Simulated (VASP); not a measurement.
In:

```
In
1.0
     3.33139    0.00000    0.00000
    -1.66570    2.88507    0.00000
     0.00000    0.00000    5.44017
In
2
Cartesian
  0.0000 1.9234 1.3600
  1.6657 0.9617 4.0801
```

| Quantity | Value |
| --- | --- |
| Program | VASP 6.6.1 |
| Task | relaxation of cell and atoms |
| Functional | RPBE |
| Potentials or basis | VASP PAW PBE potentials, release 64 (In_d) |
| Cutoff | 600 eV |
| k mesh | 11 × 11 × 6 |
| Occupations | fermi-dirac, width 0.1 eV |
| Spin | no spin polarisation |

At the start: pressure 3.9 GPa; volume 26.14 Å³/atom.

Q: How do energy, volume and symmetry change on relaxing?

A: Over 8 steps the energy falls by 31.6 meV/atom and the volume is 29.01 Å³/atom (+11.0 %); space group P6_3/mmc (No. 194, to 0.05 Å).

The path:
| step | energy change (eV) | largest force (eV/Å) | pressure (GPa) | volume (Å³) |
| --- | --- | --- | --- | --- |
| 1 | 0.0000 | 0.0000 | 3.94 | 52.29 |
| 2 | -0.0623 | 0.0000 | 0.38 | 57.31 |
| 3 | -0.0630 | 0.0000 | -0.08 | 58.15 |
| 4 | -0.0631 | 0.0000 | -0.01 | 58.01 |
| 5 | -0.0630 | 0.0000 | 0.06 | 57.89 |
| 6 | -0.0631 | 0.0000 | 0.06 | 57.89 |
| 7 | -0.0631 | 0.0000 | 0.07 | 57.89 |
| 8 | -0.0632 | 0.0000 | -0.01 | 58.02 |

Final structure:
```cif
data_structure
_symmetry_space_group_name_H-M 'P 1'
_symmetry_Int_Tables_number 1
_cell_length_a 3.4561
_cell_length_b 3.4561
_cell_length_c 5.6093
_cell_angle_alpha 90.000
_cell_angle_beta 90.000
_cell_angle_gamma 120.000
_cell_volume 58.02
loop_
_atom_site_label
_atom_site_type_symbol
_atom_site_fract_x
_atom_site_fract_y
_atom_site_fract_z
_atom_site_occupancy
In1 In 0.33333 0.66667 0.25000 1
In2 In 0.66667 0.33333 0.75000 1
```

Caveat: the PAW data sets were made with another functional, which shifts forces and pressure a little.
